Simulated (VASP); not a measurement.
Here is a VASP 6.6.1 calculation.

Contents of INCAR:

```
SYSTEM = Fe
  PREC = Accurate
  ENCUT = 520
  EDIFF = 1E-6
  ISMEAR = 0
  SIGMA = 0.15
  LREAL = .False.
  LASPH = .True.
  NELM = 80
  ALGO = Fast
  ISIF = 2
  LWAVE = .False.
  LCHARG = .False.
  GGA = PS
  NBANDS = 15
```

KPOINTS

```
regular mesh
0
Gamma
  24 24 14
  0 0 0
```

POSCAR

```
Fe
1.0
    2.2303220253      0.0000000000      0.0000000000
   -1.1151610127      1.9315155325      0.0000000000
    0.0000000000      0.0000000000      4.5762757743
Fe
2
Direct
    0.3333333333      0.6666666667      0.2500000000
    0.6666666667      0.3333333333      0.7500000000
```

Potentials or basis: VASP PAW PBE potentials, release 64 (Fe).

The run is started by

```sh
$ cat potpaw_PBE.64/Fe/POTCAR > POTCAR
$ mpirun -np 1 vasp_std > vasp.out
```

**Question.** Predict the band gap on the k mesh.

**Answer.** Zero (band 8 reaches 7.90 eV, above the bottom of band 9 at 6.64 eV).

**Question.** What does it give for the pressure?

**Answer.** 20.2 GPa.

Stress tensor (GPa, compression positive):
```
 53.46   0.00   0.00
  0.00  53.46   0.00
  0.00   0.00 -46.30
```

Caveat: the PAW data sets were made with another functional, which shifts forces and pressure a little; the run has no spin polarisation, though such a crystal can be magnetic. Spin polarisation is off, so any magnetic state and its effect on volume and gap are missing.
